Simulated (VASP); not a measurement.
# Fe (Im-3m) in VASP: a series of runs

Runs on Fe. Level: RPBE. Tasks: single point.

All numbers are computed with VASP 6.6.1; they aren't measurements. Logs are shortened: lines on timing, memory, paths and dates and some standing lists are left out, and cuts for length are marked.

## (1) The cell of the first run

Symmetry: Im-3m, No. 229, cubic system. The conventional cell has a = 2.898 Å, b = 2.898 Å, c = 2.898 Å, α = 90.00°, β = 90.00°, γ = 90.00°. Within 3.3 Å of Fe (site symmetry m-3m) lie 14 Fe at 2.51 to 2.90 Å.

## (2) Single point, RPBE, collinear spin, ferromagnetic start (volume scaled by 1.04)

INCAR reads:

```
PREC = Accurate ; ENCUT = 520
EDIFF = 1E-6 ; ISMEAR = -1
SIGMA = 0.05 ; LREAL = F
LASPH = T ; NELM = 150
ALGO = Normal ; ISIF = 2
LWAVE = F ; LCHARG = F
ISPIN = 2 ; MAGMOM = 2.303
LORBIT = 11 ; LMAXMIX = 4
GGA = RP ; NBANDS = 14
```

KPOINTS reads:

```
Automatic mesh
0
Gamma
  25 25 25
```

POSCAR reads:

```
Fe
1.0
   -1.4491708355      1.4491708355      1.4491708355
    1.4491708355     -1.4491708355      1.4491708355
    1.4491708355      1.4491708355     -1.4491708355
Fe
1
Direct
    0.0000000000      0.0000000000      0.0000000000
```

Potentials or basis: VASP PAW PBE potentials, release 64 (Fe).

Run with:

```bash
$ cat potpaw_PBE.64/Fe/POTCAR > POTCAR
$ mpirun -np 1 vasp_std > vasp.out
```

OUTCAR:

```text
PREC = Accurate
   ENCUT = 520
   EDIFF = 1E-6
   ISMEAR = -1
   LREAL = F
   LASPH = T
   NELM = 150
   ISIF = 2
   ISPIN = 2
   LORBIT = 11
   GGA = RP

 ion  position               nearest neighbor table
   1  0.000  0.000  0.000-

  LATTYP: Found a body centered cubic cell.
 ALAT       =     2.8983416710

  Lattice vectors:

 A1 = (  -1.4491708355,   1.4491708355,   1.4491708355)
 A2 = (   1.4491708355,  -1.4491708355,   1.4491708355)
 A3 = (   1.4491708355,   1.4491708355,  -1.4491708355)

Analysis of symmetry for initial positions (statically):
=====================================================================
 Subroutine PRICEL returns:
 Original cell was already a primitive cell.

 Routine SETGRP: Setting up the symmetry group for a
 body centered cubic supercell.

 Subroutine GETGRP returns: Found 48 space group operations
 (whereof 48 operations were pure point group operations)
 out of a pool of 48 trial point group operations.

The static configuration has the point symmetry O_h .

Analysis of symmetry for dynamics (positions and initial velocities):
=====================================================================
 Subroutine PRICEL returns:
 Original cell was already a primitive cell.

 Routine SETGRP: Setting up the symmetry group for a
 body centered cubic supercell.

 Subroutine GETGRP returns: Found 48 space group operations
 (whereof 48 operations were pure point group operations)
 out of a pool of 48 trial point group operations.

The dynamic configuration has the point symmetry O_h .

Analysis of structural, dynamic, and magnetic symmetry:
=====================================================================
 Subroutine PRICEL returns:
 Original cell was already a primitive cell.

 Routine SETGRP: Setting up the symmetry group for a
 body centered cubic supercell.

 Subroutine GETGRP returns: Found 48 space group operations
 (whereof 48 operations were pure point group operations)
 out of a pool of 48 trial point group operations.

The overall configuration has the point symmetry O_h .

 Subroutine INISYM returns: Found 48 space group operations
 (whereof 48 operations are pure point group operations),
 and found     1 'primitive' translations

----------------------------------------------------------------------------------------

                                     Primitive cell

  volume of cell :      12.1736

  direct lattice vectors                    reciprocal lattice vectors
    -1.449170835  1.449170835  1.449170835     0.000000000  0.345024884  0.345024884
     1.449170835 -1.449170835  1.449170835     0.345024884  0.000000000  0.345024884
     1.449170835  1.449170835 -1.449170835     0.345024884  0.345024884  0.000000000

  length of vectors
     2.510037516  2.510037516  2.510037516     0.487938871  0.487938871  0.487938871

  position of ions in fractional coordinates (direct lattice)
     0.000000000  0.000000000  0.000000000

  ion indices of the primitive-cell ions
   primitive index   ion index
                 1           1

----------------------------------------------------------------------------------------

 KPOINTS: Automatic mesh

Automatic generation of k-mesh.
 Grid dimensions read from file:
 generate k-points for:   25   25   25

 Generating k-lattice:

  Cartesian coordinates                     Fractional coordinates (reciprocal lattice)
     0.000000000  0.013800995  0.013800995     0.040000000  0.000000000  0.000000000
     0.013800995  0.000000000  0.013800995     0.000000000  0.040000000  0.000000000
     0.013800995  0.013800995  0.000000000     0.000000000  0.000000000  0.040000000

  Length of vectors
     0.019517555  0.019517555  0.019517555

  Shift w.r.t. Gamma in fractional coordinates (k-lattice)
     0.000000000  0.000000000  0.000000000

 Subroutine IBZKPT returns following result:
 ===========================================

 Found    455 irreducible k-points:

 Following reciprocal coordinates:
            Coordinates               Weight
  0.000000  0.000000  0.000000      1.000000
  0.040000  0.000000  0.000000     12.000000
  0.080000  0.000000  0.000000     12.000000
  0.120000  0.000000  0.000000     12.000000
  0.160000  0.000000  0.000000     12.000000
  0.200000  0.000000  0.000000     12.000000
[... 16 lines left out ...]
  0.400000  0.040000  0.000000     48.000000
  0.440000  0.040000  0.000000     48.000000
 [... further k-points ...]
   k-points           NKPTS =    455   k-points in BZ     NKDIM =    455   number of bands    NBANDS=     14
   number of dos      NEDOS =    301   number of ions     NIONS =      1
   total plane-waves  NPLWV =   8000
   dimension x,y,z NGX =    20 NGY =   20 NGZ =   20
   dimension x,y,z NGXF=    40 NGYF=   40 NGZF=   40
   ions per type =               1
   NGX,Y,Z   is equivalent  to a cutoff of  13.25, 13.25, 13.25 a.u.
   NGXF,Y,Z  is equivalent  to a cutoff of  26.49, 26.49, 26.49 a.u.
 SYSTEM =  unknown system
   PREC   = accura    normal or accurate (medium, high low for compatibility)
   ISTART =      0    job   : 0-new  1-cont  2-samecut
   ICHARG =      2    charge: 1-file 2-atom 10-const
   ISPIN  =      2    spin polarized calculation?
   LNONCOLLINEAR =      F non collinear calculations
   LSORBIT =      F    spin-orbit coupling
   LASPH  =      T    aspherical Exc in radial PAW
   ENCUT  =  520.0 eV  38.22 Ry    6.18 a.u.   4.67  4.67  4.67*2*pi/ulx,y,z
   NELM   =    150;   NELMIN=  2; NELMDL= -5     # of ELM steps
   EDIFF  = 0.1E-05   stopping-criterion for ELM
   LREAL  =      F    real-space projection
   EDIFFG = 0.1E-04   stopping-criterion for IOM
   NSW    =      0    number of steps for IOM
   IBRION =     -1    ionic relax: 0-MD 1-quasi-New 2-CG
   NFREE  =      0    steps in history (QN), initial steepest desc. (CG)
   ISIF   =      2    stress and relaxation
   ISYM   =      2    0-nonsym 1-usesym 2-fastsym
   POTIM  = 0.5000    time-step for ionic-motion
   TEBEG  =    0.0;   TEEND  =   0.0 temperature during run
   PSTRESS=    0.0 pullay stress
   NELECT =       8.0000    total number of electrons
   NUPDOWN=      -1.0000    fix difference up-down
   EMIN   =  10.00;   EMAX   =-10.00  energy-range for DOS
   EFERMI =   0.00;   METHOD = LEGACY
   ISMEAR =    -1;   SIGMA  =   0.05  broadening in eV -4-tet -1-fermi 0-gaus
   EFERMI_NEDOS =   21; number of points for ismear=-14 and -15
   IALGO  =     38    algorithm
   IMIX   =      4    mixing-type and parameters
     AMIX     =   0.40;   BMIX     =  1.00
     AMIX_MAG =   1.60;   BMIX_MAG =  1.00
  volume/ion in A,a.u.               =      12.17        82.15
  Fermi-wavevector in a.u.,A,eV,Ry     =   1.423307  2.689660 27.562720  2.025803
  Thomas-Fermi vector in A             =   2.543918
   LORBIT       =     11    0 simple, 1 ext, 2 COOP (PROOUT), +10 PAW based schemes
   GGA     = RP    functional components
   LHFCALC =     F    Hartree Fock is set to
   AEXX    =    0.0000 exact exchange contribution
   IVDW    =     0    specifies the selected vdW correction
   LEPSILON=     F    determine dielectric tensor
   LRPA    =     F    only Hartree local field effects (RPA)
 spin polarized calculation
  energy-cutoff  :      520.00
  volume of cell :       12.17
 maximum number of plane-waves:       342
   NGX =  9   NGY =  9   NGZ =  9

 number of electron       7.9999995 magnetization       2.3612422

 Free energy of the ion-electron system (eV)
  ---------------------------------------------------
  ext. energy  EPLUGINS =         0.00000000
  ---------------------------------------------------
  free energy    TOTEN  =        -7.75553766 eV

  energy without entropy =       -7.74625635  energy(sigma->0) =       -7.75089701

 E-fermi :   5.2232     XC(G=0): -12.6308

 val. band max:        5.2211027415   @ k =  -0.4400  -0.4800   0.1600
 cond. band min:       5.2238772501   @ k =  -0.3600   0.4000   0.2000
 fundamental gap:      0.0027745086
 Fermi energy:         5.2231813678

 spin component 1

 k-point     1 :       0.0000    0.0000    0.0000
  band No.  band energies     occupation
      1      -2.7281      1.00000
      2       3.0388      1.00000
      3       3.0388      1.00000
      4       3.0388      1.00000
      5       4.1341      1.00000
      6       4.1341      1.00000
      7      29.6152      0.00000
      8      29.6152      0.00000
      9      29.6152      0.00000
     10      34.2821      0.00000
     11      34.2821      0.00000
     12      36.2360      0.00000
     13      36.2368      0.00000
     14      36.2382      0.00000
[... 375 lines left out ...]
 k-point    24 :       0.4400    0.0400    0.0000
  band No.  band energies     occupation
      1       0.7154      1.00000
      2       2.0972      1.00000
      3       4.1498      1.00000
      4       4.2360      1.00000
      5       5.0909      0.93377
      6       5.9898      0.00000
      7      12.4227      0.00000
      8      22.8413      0.00000
      9      24.2991      0.00000
     10      28.1297      0.00000
     11      31.5729      0.00000
     12      38.2557      0.00000
     13      41.8301      0.00000
     14      44.7001      0.00000

 [... further k-points ...]

 spin component 2

 k-point     1 :       0.0000    0.0000    0.0000
  band No.  band energies     occupation
      1      -2.6293      1.00000
      2       5.1971      0.62738
      3       5.1973      0.62674
      4       5.1973      0.62669
      5       7.0918      0.00000
      6       7.0920      0.00000
      7      29.2246      0.00000
      8      29.2246      0.00000
      9      29.2246      0.00000
     10      34.3438      0.00000
     11      34.3438      0.00000
     12      36.8716      0.00000
     13      36.8716      0.00000
     14      36.8754      0.00000
[... 375 lines left out ...]
 k-point    24 :       0.4400    0.0400    0.0000
  band No.  band energies     occupation
      1       2.0608      1.00000
      2       4.0320      1.00000
      3       5.5969      0.00057
      4       6.9410      0.00000
      5       7.3635      0.00000
      6       7.9806      0.00000
      7      13.8019      0.00000
      8      22.8634      0.00000
      9      24.8514      0.00000
     10      28.5355      0.00000
     11      32.2043      0.00000
     12      38.2135      0.00000
     13      42.0656      0.00000
     14      45.2815      0.00000

 [... further k-points ...]
[... 5 lines left out ...]
  --------------------------------------------------------------------------------------
  -------------------------------------------------------------------------------------
  Total       -0.3718383     -0.3718383     -0.3718383      0.0000000      0.0000000      0.0000000
  in kB      -48.9379641    -48.9379641    -48.9379641      0.0000000      0.0000000      0.0000000
  external PRESSURE =     -48.9379641 kB  Pullay stress =       0.0000000 kB

 VOLUME and BASIS-vectors are now :
 -----------------------------------------------------------------------------
  energy-cutoff  :      520.00
  volume of cell :       12.17
      direct lattice vectors                 reciprocal lattice vectors
    -1.449170835  1.449170835  1.449170835     0.000000000  0.345024884  0.345024884
     1.449170835 -1.449170835  1.449170835     0.345024884  0.000000000  0.345024884
     1.449170835  1.449170835 -1.449170835     0.345024884  0.345024884  0.000000000

 POSITION                                       TOTAL-FORCE (eV/Angst)
 -----------------------------------------------------------------------------------
      0.00000      0.00000      0.00000        -0.000000      0.000000     -0.000000
 -----------------------------------------------------------------------------------
    total drift:                                0.000000      0.000000      0.000000

  FREE ENERGIE OF THE ION-ELECTRON SYSTEM (eV)
  ---------------------------------------------------
  free  energy   TOTEN  =        -7.7555376622 eV

  energy  without entropy=       -7.7462563544  energy(sigma->0) =       -7.75089701

 total charge

# of ion       s       p       d       tot
------------------------------------------
    1        0.458   0.481   6.190   7.129

 magnetization (x)

# of ion       s       p       d       tot
------------------------------------------
    1       -0.016  -0.061   2.454   2.376
```

Run time: 1.9 min. Hardware: 1 thread of Intel Xeon 6975P-C, shared host; peak memory 0.23 GiB.

Results:

| Item | Value |
| --- | --- |
| Free energy | -7.7555 eV |
| Pressure | -4.9 GPa |
| Net moment | 2.36 μB per cell |
| Site moments | Fe +2.38 μB |
| Valence electrons inside the program's atomic spheres | Fe 7.13 |

Levels at points of the mesh, in eV from the Fermi level:
Spin up:
```
           k point  band 1  band 2  band 3  band 4  band 5  band 6  band 7  band 8  band 9  band 10
(0.00, 0.00, 0.00)   -7.95   -2.18   -2.18   -2.18   -1.09   -1.09   24.39   24.39   24.39    29.06
```
Spin down:
```
           k point  band 1  band 2  band 3  band 4  band 5  band 6  band 7  band 8
(0.00, 0.00, 0.00)   -7.85   -0.03   -0.03   -0.03    1.87    1.87   24.00   24.00
```

Caveat: the PAW data sets were made with another functional, which shifts forces and pressure a little.

[end of part 1 of 2]
